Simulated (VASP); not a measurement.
Here is a VASP 6.6.1 calculation.

The input INCAR:

```
  ALGO = Normal
  EDIFF = 1E-6
  ENCUT = 520
  GGA = PE
  ISIF = 2
  ISMEAR = -1
  LASPH = True
  LCHARG = True
  LELF = True
  LREAL = False
  LVHAR = True
  LWAVE = False
  NBANDS = 56
  NELM = 60
  PREC = Accurate
  SIGMA = 0.05
```

File KPOINTS:

```
k-points
0
Gamma
  3 3 2
```

File POSCAR:

```
Sn3O8
1.0
    4.7083472500      0.0000000000      0.0000000000
    0.0000000000      4.7083472500      0.0000000000
    0.0000000000      0.0000000000      6.3331146200
Sn O
3 8
Direct
    0.0712887096      0.0416390274      0.0373021829
   -0.2166201739      0.0585952958      0.5734115389
    0.2373408206      0.5591938870      0.4740005795
    0.5115782401      0.1002906062     -0.0192224533
    0.1665023751      0.6769846893      0.1757146470
    0.6506869263      0.8491132424      0.0072324603
    0.9571910823      0.2347464920      0.3129757029
    0.3940100212      0.1748566867      0.5227765797
    0.0962297333      0.8042429326      0.7160986769
    0.6529832735      0.6742098302      0.4834180626
    0.9862496867      0.3089967504      0.7925602648
```

Potentials or basis: VASP PAW PBE potentials, release 64 (Sn_d, O).

Launch:

```console
$ cat potpaw_PBE.64/Sn_d/POTCAR potpaw_PBE.64/O/POTCAR > POTCAR
$ mpirun -np 1 vasp_std > vasp.out
```

(1) What does it give for the largest force?

(2) What does it give for the band gap on the k mesh?

Answers

(1) 0.565 eV/Å.

(2) zero (band 45 reaches 4.20 eV, above the bottom of band 46 at 4.11 eV).

Caveat: the k points lie up to 0.50 Å⁻¹ apart; spin-orbit coupling is left out, which moves the levels of the heavy elements.
